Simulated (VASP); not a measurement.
# WC (Qusongite) (P-6m2) in VASP: further runs

The runs below take WC (Qusongite) through single point, with PBE.

Program: VASP 6.6.1. These are calculated values, not measurements. Logs are shortened: lines on timing, memory, paths and dates and some standing lists are left out, and cuts for length are marked.

## Step 1: The cell of the first run

Symmetry: P-6m2, No. 187, hexagonal system. Conventional cell: a = 2.936 Å, b = 2.936 Å, c = 2.837 Å, α = 90.00°, β = 90.00°, γ = 120.00°. W (site symmetry -6m2) has 6 C at 2.21 Å and 2 W at 2.84 Å within 2.9 Å. C (site symmetry -6m2) has 6 W at 2.21 Å and 2 C at 2.84 Å within 2.9 Å.

## Step 2: Single point, PBE

File INCAR:

```
SYSTEM = WC
PREC = Accurate
ENCUT = 520
EDIFF = 1E-7
ISMEAR = -1
SIGMA = 0.05
LREAL = .False.
LASPH = .True.
NELM = 60
ALGO = Normal
ISIF = 2
LWAVE = .False.
LCHARG = .False.
GGA = PE
NBANDS = 16
```

File KPOINTS:

```
regular mesh
0
Gamma
  9 9 8
  0 0 0
```

File POSCAR:

```
WC
1.0
    2.9355650000      0.0000000000      0.0000000000
   -1.4677825000      2.5422738645      0.0000000000
    0.0000000000      0.0000000000      2.8366000000
W C
1 1
Direct
    0.0000000000      0.0000000000      0.0000000000
    0.6666666667      0.3333333333      0.5000000000
```

Potentials or basis: VASP PAW PBE potentials, release 64 (W_sv, C).

The run is started by

```sh
cat potpaw_PBE.64/W_sv/POTCAR potpaw_PBE.64/C/POTCAR > POTCAR
mpirun -np 1 vasp_std > vasp.out
```

OUTCAR:

```text
SYSTEM = WC
   PREC = Accurate
   ENCUT = 520
   EDIFF = 1E-7
   ISMEAR = -1
   LREAL = .False.
   LASPH = .True.
   NELM = 60
   ISIF = 2
   GGA = PE

 ion  position               nearest neighbor table
   1  0.000  0.000  0.000-   2 2.21   2 2.21   2 2.21   2 2.21   2 2.21   2 2.21
   2  0.667  0.333  0.500-   1 2.21   1 2.21   1 2.21   1 2.21   1 2.21   1 2.21

  LATTYP: Found a hexagonal cell.
 ALAT       =     2.9355650000
 C/A-ratio  =     0.9662875801

  Lattice vectors:

 A1 = (   2.9355650000,   0.0000000000,   0.0000000000)
 A2 = (  -1.4677825000,   2.5422738645,   0.0000000000)
 A3 = (   0.0000000000,   0.0000000000,   2.8366000000)

Analysis of symmetry for initial positions (statically):
=====================================================================
 Subroutine PRICEL returns:
 Original cell was already a primitive cell.

 Routine SETGRP: Setting up the symmetry group for a
 hexagonal supercell.

 Subroutine GETGRP returns: Found 12 space group operations
 (whereof 12 operations were pure point group operations)
 out of a pool of 24 trial point group operations.

The static configuration has the point symmetry D_3h.

Analysis of symmetry for dynamics (positions and initial velocities):
=====================================================================
 Subroutine PRICEL returns:
 Original cell was already a primitive cell.

 Routine SETGRP: Setting up the symmetry group for a
 hexagonal supercell.

 Subroutine GETGRP returns: Found 12 space group operations
 (whereof 12 operations were pure point group operations)
 out of a pool of 24 trial point group operations.

The dynamic configuration has the point symmetry D_3h.

 Subroutine INISYM returns: Found 12 space group operations
 (whereof 12 operations are pure point group operations),
 and found     1 'primitive' translations

----------------------------------------------------------------------------------------

                                     Primitive cell

  volume of cell :      21.1696

  direct lattice vectors                    reciprocal lattice vectors
     2.935565000  0.000000000  0.000000000     0.340649926  0.196674326  0.000000000
    -1.467782500  2.542273864  0.000000000     0.000000000  0.393348653  0.000000000
     0.000000000  0.000000000  2.836600000     0.000000000  0.000000000  0.352534725

  length of vectors
     2.935565000  2.935565000  2.836600000     0.393348653  0.393348653  0.352534725

  position of ions in fractional coordinates (direct lattice)
     0.000000000  0.000000000  0.000000000
     0.666666667  0.333333333  0.500000000

  ion indices of the primitive-cell ions
   primitive index   ion index
                 1           1
                 2           2

----------------------------------------------------------------------------------------

 KPOINTS: regular mesh

Automatic generation of k-mesh.
 Grid dimensions read from file:
 generate k-points for:    9    9    8

 Generating k-lattice:

  Cartesian coordinates                     Fractional coordinates (reciprocal lattice)
     0.037849992  0.021852703  0.000000000     0.111111111  0.000000000  0.000000000
     0.000000000  0.043705406  0.000000000     0.000000000  0.111111111  0.000000000
     0.000000000  0.000000000  0.044066841     0.000000000  0.000000000  0.125000000

  Length of vectors
     0.043705406  0.043705406  0.044066841

  Shift w.r.t. Gamma in fractional coordinates (k-lattice)
     0.000000000  0.000000000  0.000000000

 Subroutine IBZKPT returns following result:
 ===========================================

 Found     60 irreducible k-points:

 Following reciprocal coordinates:
            Coordinates               Weight
  0.000000  0.000000  0.000000      1.000000
  0.111111  0.000000  0.000000      6.000000
  0.222222  0.000000  0.000000      6.000000
  0.333333  0.000000  0.000000      6.000000
  0.444444  0.000000  0.000000      6.000000
  0.111111  0.111111  0.000000      6.000000
[... 16 lines left out ...]
  0.333333  0.222222  0.125000     24.000000
  0.333333  0.333333  0.125000      4.000000
 [... further k-points ...]
   k-points           NKPTS =     60   k-points in BZ     NKDIM =     60   number of bands    NBANDS=     16
   number of dos      NEDOS =    301   number of ions     NIONS =      2
   total plane-waves  NPLWV =  13824
   dimension x,y,z NGX =    24 NGY =   24 NGZ =   24
   dimension x,y,z NGXF=    48 NGYF=   48 NGZF=   48
   ions per type =               1   1
   NGX,Y,Z   is equivalent  to a cutoff of  13.59, 13.59, 14.07 a.u.
   NGXF,Y,Z  is equivalent  to a cutoff of  27.18, 27.18, 28.13 a.u.
 SYSTEM =  WC
   PREC   = accura    normal or accurate (medium, high low for compatibility)
   ISTART =      0    job   : 0-new  1-cont  2-samecut
   ICHARG =      2    charge: 1-file 2-atom 10-const
   ISPIN  =      1    spin polarized calculation?
   LNONCOLLINEAR =      F non collinear calculations
   LSORBIT =      F    spin-orbit coupling
   LASPH  =      T    aspherical Exc in radial PAW
   ENCUT  =  520.0 eV  38.22 Ry    6.18 a.u.   5.46  5.46  5.27*2*pi/ulx,y,z
   NELM   =     60;   NELMIN=  2; NELMDL= -5     # of ELM steps
   EDIFF  = 0.1E-06   stopping-criterion for ELM
   LREAL  =      F    real-space projection
   EDIFFG = 0.1E-05   stopping-criterion for IOM
   NSW    =      0    number of steps for IOM
   IBRION =     -1    ionic relax: 0-MD 1-quasi-New 2-CG
   NFREE  =      0    steps in history (QN), initial steepest desc. (CG)
   ISIF   =      2    stress and relaxation
   ISYM   =      2    0-nonsym 1-usesym 2-fastsym
   POTIM  = 0.5000    time-step for ionic-motion
   TEBEG  =    0.0;   TEEND  =   0.0 temperature during run
   PSTRESS=    0.0 pullay stress
   NELECT =      18.0000    total number of electrons
   NUPDOWN=      -1.0000    fix difference up-down
   EMIN   =  10.00;   EMAX   =-10.00  energy-range for DOS
[... 5 lines left out ...]
     AMIX     =   0.40;   BMIX     =  1.00
     AMIX_MAG =   1.60;   BMIX_MAG =  1.00
  volume/ion in A,a.u.               =      10.58        71.43
  Fermi-wavevector in a.u.,A,eV,Ry     =   1.550940  2.930851 32.727650  2.405414
  Thomas-Fermi vector in A             =   2.655531
   LORBIT       =      0    0 simple, 1 ext, 2 COOP (PROOUT), +10 PAW based schemes
   GGA     = PE    functional components
   LHFCALC =     F    Hartree Fock is set to
   AEXX    =    0.0000 exact exchange contribution
   IVDW    =     0    specifies the selected vdW correction
   LEPSILON=     F    determine dielectric tensor
   LRPA    =     F    only Hartree local field effects (RPA)
 non-spin polarized calculation
  energy-cutoff  :      520.00
  volume of cell :       21.17
 maximum number of plane-waves:       599
 NGX is ok and might be reduce to    24
   NGX = 11   NGY = 11   NGZ = 11

 number of electron      18.0000001 magnetization

 Free energy of the ion-electron system (eV)
  ---------------------------------------------------
  ext. energy  EPLUGINS =         0.00000000
  ---------------------------------------------------
  free energy    TOTEN  =       -22.44873541 eV

  energy without entropy =      -22.44497580  energy(sigma->0) =      -22.44685561

 E-fermi :  10.7758     XC(G=0): -13.6870

 val. band max:       10.7098792364   @ k =   0.1111   0.0000   0.3750
 cond. band min:      10.7851654025   @ k =   0.3333   0.2222   0.0000
 fundamental gap:      0.0752861661
 Fermi energy:        10.7757660964

 k-point     1 :       0.0000    0.0000    0.0000
  band No.  band energies     occupation
      1     -63.2400      2.00000
      2     -27.2069      2.00000
      3     -27.1358      2.00000
      4     -27.1358      2.00000
      5      -3.5104      2.00000
      6       6.6088      2.00000
[... 8 lines left out ...]
     15      25.0062      0.00000
     16      27.2753      0.00000

 k-point     2 :       0.1111    0.0000    0.0000
  band No.  band energies     occupation
      1     -63.2340      2.00000
      2     -27.2261      2.00000
      3     -27.1954      2.00000
      4     -27.1564      2.00000
      5      -3.2010      2.00000
      6       6.5667      2.00000
[... 8 lines left out ...]
     15      24.5083      0.00000
     16      27.9233      0.00000

 k-point     3 :       0.2222    0.0000    0.0000
  band No.  band energies     occupation
      1     -63.2189      2.00000
      2     -27.4493      2.00000
      3     -27.2081      2.00000
      4     -27.1663      2.00000
      5      -2.3660      2.00000
      6       5.6196      2.00000
[... 8 lines left out ...]
     15      24.4673      0.00000
     16      29.0727      0.00000

 k-point     4 :       0.3333    0.0000    0.0000
  band No.  band energies     occupation
      1     -63.2018      2.00000
      2     -27.6946      2.00000
      3     -27.2662      2.00000
      4     -27.1329      2.00000
      5      -1.2729      2.00000
      6       4.5870      2.00000
[... 8 lines left out ...]
     15      25.4584      0.00000
     16      27.1952      0.00000

 k-point     5 :       0.4444    0.0000    0.0000
  band No.  band energies     occupation
      1     -63.1906      2.00000
      2     -27.8501      2.00000
      3     -27.3038      2.00000
      4     -27.1111      2.00000
      5      -0.3992      2.00000
      6       3.9305      2.00000
[... 8 lines left out ...]
     15      23.7644      0.00000
     16      28.2313      0.00000

 k-point     6 :       0.1111    0.1111    0.0000
  band No.  band energies     occupation
      1     -63.2235      2.00000
      2     -27.3746      2.00000
      3     -27.2007      2.00000
      4     -27.1751      2.00000
      5      -2.6263      2.00000
      6       5.9430      2.00000
[... 8 lines left out ...]
     15      24.3725      0.00000
     16      28.7330      0.00000
[... 267 lines left out ...]
 k-point    21 :       0.4444    0.1111    0.1250
  band No.  band energies     occupation
      1     -63.1819      2.00000
      2     -27.8282      2.00000
      3     -27.3530      2.00000
      4     -27.2080      2.00000
      5      -0.0416      2.00000
      6       3.9578      2.00000
[... 8 lines left out ...]
     15      23.7699      0.00000
     16      28.0518      0.00000

 k-point    22 :       0.2222    0.2222    0.1250
  band No.  band energies     occupation
      1     -63.1885      2.00000
      2     -27.6922      2.00000
      3     -27.3788      2.00000
      4     -27.2220      2.00000
      5      -0.5396      2.00000
      6       4.7284      2.00000
[... 8 lines left out ...]
     15      24.9169      0.00000
     16      27.0677      0.00000

 k-point    23 :       0.3333    0.2222    0.1250
  band No.  band energies     occupation
      1     -63.1799      2.00000
      2     -27.7466      2.00000
      3     -27.4742      2.00000
      4     -27.2039      2.00000
      5       0.1298      2.00000
      6       4.4850      2.00000
[... 8 lines left out ...]
     15      24.6189      0.00000
     16      27.4166      0.00000

 k-point    24 :       0.3333    0.3333    0.1250
  band No.  band energies     occupation
      1     -63.1770      2.00000
      2     -27.6619      2.00000
      3     -27.6132      2.00000
      4     -27.1976      2.00000
      5       0.3878      2.00000
      6       4.8834      2.00000
[... 8 lines left out ...]
     15      25.5050      0.00000
     16      26.3315      0.00000

 [... further k-points ...]
[... 5 lines left out ...]
  --------------------------------------------------------------------------------------
  -------------------------------------------------------------------------------------
  Total       -0.3346779     -0.3346779      0.3782585      0.0000000     -0.0000000     -0.0000000
  in kB      -25.3294319    -25.3294319     28.6277469      0.0000000     -0.0000000     -0.0000000
  external PRESSURE =      -7.3437056 kB  Pullay stress =       0.0000000 kB

 VOLUME and BASIS-vectors are now :
 -----------------------------------------------------------------------------
  energy-cutoff  :      520.00
  volume of cell :       21.17
      direct lattice vectors                 reciprocal lattice vectors
     2.935565000  0.000000000  0.000000000     0.340649926  0.196674326  0.000000000
    -1.467782500  2.542273864  0.000000000     0.000000000  0.393348653  0.000000000
     0.000000000  0.000000000  2.836600000     0.000000000  0.000000000  0.352534725

 POSITION                                       TOTAL-FORCE (eV/Angst)
 -----------------------------------------------------------------------------------
      0.00000      0.00000      0.00000         0.000000      0.000000      0.000000
      1.46778      0.84742      1.41830         0.000000      0.000000      0.000000
 -----------------------------------------------------------------------------------
    total drift:                                0.000000     -0.000000      0.000000

  FREE ENERGIE OF THE ION-ELECTRON SYSTEM (eV)
  ---------------------------------------------------
  free  energy   TOTEN  =       -22.4487354092 eV

  energy  without entropy=      -22.4449758009  energy(sigma->0) =      -22.44685561
```

It took 12 s on 1 thread of Intel Xeon Platinum 8488C (Sapphire Rapids), shared host; peak memory 0.15 GiB.

Results:

```
Free energy            : -22.4487 eV
Pressure               : -0.7 GPa
Band gap on the k mesh : zero (band 9 reaches 11.50 eV, above the bottom of band 10 at 10.25 eV)
```

Stress tensor (GPa, compression positive):
```
-2.53  0.00  0.00
 0.00 -2.53  0.00
 0.00  0.00  2.86
```

Caveat: spin-orbit coupling is left out, which moves the levels of the heavy elements.

## Step 3: Single point, PBE

This run uses another cell than the first one, of 10.80 Å³/atom, 1.020 times its volume.

File INCAR:

```
SYSTEM = WC
ALGO = Normal
EDIFF = 1E-7
ENCUT = 520
GGA = PE
ISIF = 2
ISMEAR = -1
LASPH = .TRUE.
LCHARG = .TRUE.
LELF = .TRUE.
LREAL = .FALSE.
LVHAR = .TRUE.
LWAVE = .FALSE.
NBANDS = 16
NELM = 100
PREC = Accurate
SIGMA = 0.05
```

File KPOINTS:

```
k-points
0
G
  9 9 8
  0 0 0
```

File POSCAR:

```
WC
1.0
    2.9646300000      0.0000000000      0.0000000000
   -1.4823150000      2.5674448928      0.0000000000
    0.0000000000      0.0000000000      2.8366000000
W C
1 1
Direct
    0.0000000000      0.0000000000      0.0000000000
    0.6666666667      0.3333333333      0.5000000000
```

Potentials or basis: VASP PAW PBE potentials, release 64 (W_sv, C).

The run is started by

```sh
cat potpaw_PBE.64/W_sv/POTCAR potpaw_PBE.64/C/POTCAR > POTCAR
mpirun -np 1 vasp_std > vasp.out
```

Run time: 14 s. Hardware: 1 thread of Intel Xeon Platinum 8488C (Sapphire Rapids), shared host; peak memory 0.15 GiB.

Results (log left out):

* Free energy: -22.4308 eV
* Pressure: -7.5 GPa
* Band gap on the k mesh: zero (band 9 reaches 11.31 eV, above the bottom of band 10 at 10.01 eV)

Stress tensor (GPa, compression positive):
```
-11.11   0.00   0.00
  0.00 -11.11   0.00
  0.00   0.00  -0.37
```

Levels at points of the mesh, in eV from the Fermi level:
```csv
k point,band 6,band 7,band 8,band 9,band 10,band 11,band 12,band 13
"(0.00, 0.00, 0.00)",-4.04,-3.27,-3.27,0.31,3.13,3.13,5.52,5.52
"(0.00, 0.00, 0.50)",-8.33,-2.06,-2.06,-0.48,-0.48,3.87,4.35,4.35
```

Caveat: spin-orbit coupling is left out, which moves the levels of the heavy elements.

## Step 4: Single point, PBE

This run uses another cell than the first one, of 11.22 Å³/atom, 1.060 times its volume.

File INCAR:

```
SYSTEM = WC
  PREC = Accurate
  ENCUT = 520
  EDIFF = 1E-7
  ISMEAR = -1
  SIGMA = 0.05
  LREAL = .FALSE.
  LASPH = .TRUE.
  NELM = 60
  ALGO = Normal
  ISIF = 2
  LWAVE = .FALSE.
  LCHARG = .FALSE.
  GGA = PE
  NBANDS = 16
```

File KPOINTS:

```
Automatic mesh
0
G
  9 9 8
  0 0 0
```

File POSCAR:

```
WC
1.0
    3.0227600000      0.0000000000      0.0000000000
   -1.5113800000      2.6177869495      0.0000000000
    0.0000000000      0.0000000000      2.8366000000
W C
1 1
Direct
    0.0000000000      0.0000000000      0.0000000000
    0.6666666667      0.3333333333      0.5000000000
```

The run is started by

```sh
cat potpaw_PBE.64/W_sv/POTCAR potpaw_PBE.64/C/POTCAR > POTCAR
mpirun -np 1 vasp_std > vasp.out
```

Run time: 10 s. Hardware: 1 thread of Intel Xeon Platinum 8488C (Sapphire Rapids), shared host; peak memory 0.15 GiB.

Results (log left out):

- Free energy: -22.3314 eV
- Pressure: -19.1 GPa
- Band gap on the k mesh: zero (band 9 reaches 10.83 eV, above the bottom of band 10 at 9.53 eV)

Stress tensor (GPa, compression positive):
```
-25.73   0.00   0.00
  0.00 -25.73   0.00
  0.00   0.00  -5.96
```

Levels at points of the mesh, in eV from the Fermi level:
| k point | band 5 | band 6 | band 7 | band 8 | band 9 | band 10 | band 11 | band 12 | band 13 | band 14 |
| --- | --- | --- | --- | --- | --- | --- | --- | --- | --- | --- |
| (0.00, 0.00, 0.00) | -13.83 | -3.81 | -3.22 | -3.22 | 0.51 | 3.02 | 3.02 | 5.39 | 5.39 | 5.57 |
| (0.00, 0.00, 0.50) | -10.04 | -8.03 | -2.11 | -2.11 | -0.41 | -0.41 | 4.03 | 4.18 | 4.18 | 9.62 |

Caveat: spin-orbit coupling is left out, which moves the levels of the heavy elements.

## Step 5: The runs side by side

```tsv
cell	gap on the mesh (eV)	pressure (GPa)
a = 2.936, b = 2.936, c = 2.837 Å, angles 90.0, 90.0, 120.0°, 2 atoms	none	-0.7
a = 2.965, b = 2.965, c = 2.837 Å, angles 90.0, 90.0, 120.0°, 2 atoms	none	-7.5
a = 3.023, b = 3.023, c = 2.837 Å, angles 90.0, 90.0, 120.0°, 2 atoms	none	-19.1
```

Alike in all rows: task single point; level PBE; potentials or basis VASP PAW PBE potentials, release 64 (W_sv, C); no spin polarisation; k mesh 9 × 9 × 8; cutoff (eV) 520; smearing fermi-dirac 0.05 eV.

Caveats: spin-orbit coupling is left out, which moves the levels of the heavy elements.

Absolute energies hang on the potentials; compare differences alone.
